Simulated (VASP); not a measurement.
Runs of VASP 6.6.1 on B. The structure is that of space group P6_3/mmc (No. 194), or close to it. The cells are those of the table. 

| task | cell | k mesh | cutoff (eV) | gap on the mesh (eV) | pressure (GPa) | relaxed volume (Å³/atom) | largest force (eV/Å) |
| --- | --- | --- | --- | --- | --- | --- | --- |
| relaxation of cell and atoms | relaxed from a = 2.990, b = 2.990, c = 8.181 Å, angles 90.0, 90.0, 120.0°, 8 atoms | 15 × 15 × 6 | 600 | none | 0.0 | (a) | 0.01 |
| single point | a = 2.604, b = 2.604, c = 8.506 Å, angles 90.0, 90.0, 120.0°, 8 atoms | 9 × 9 × 2 | 520 | none | 84.9 | - | 0.52 |
| single point | a = 3.001, b = 3.001, c = 8.007 Å, angles 90.0, 90.0, 120.0°, 8 atoms | 15 × 15 × 6 | 520 | none | 0.0 | - | - |
| single point | a = 2.990, b = 2.990, c = 8.181 Å, angles 90.0, 90.0, 120.0°, 8 atoms | 9 × 9 × 2 | 520 | none | 0.0 | - | - |
| relaxation of cell and atoms | relaxed from a = 2.604, b = 2.604, c = 8.506 Å, angles 90.0, 90.0, 120.0°, 8 atoms | 9 × 9 × 2 | 600 | none | 0.4 | 7.91 | 0.01 |

Alike in all rows: level PBE; potentials or basis VASP PAW PBE potentials, release 64 (B); no spin polarisation; smearing gaussian 0.1 eV.

Problem. Estimate the missing entries.

Solution. (a) 7.81.

Caveats: some runs use coarse meshes; the volume moved by over 15 % at a fixed basis, so the end points are rough (some runs).

A gap of «none» marks levels without a gap at the run's occupations.
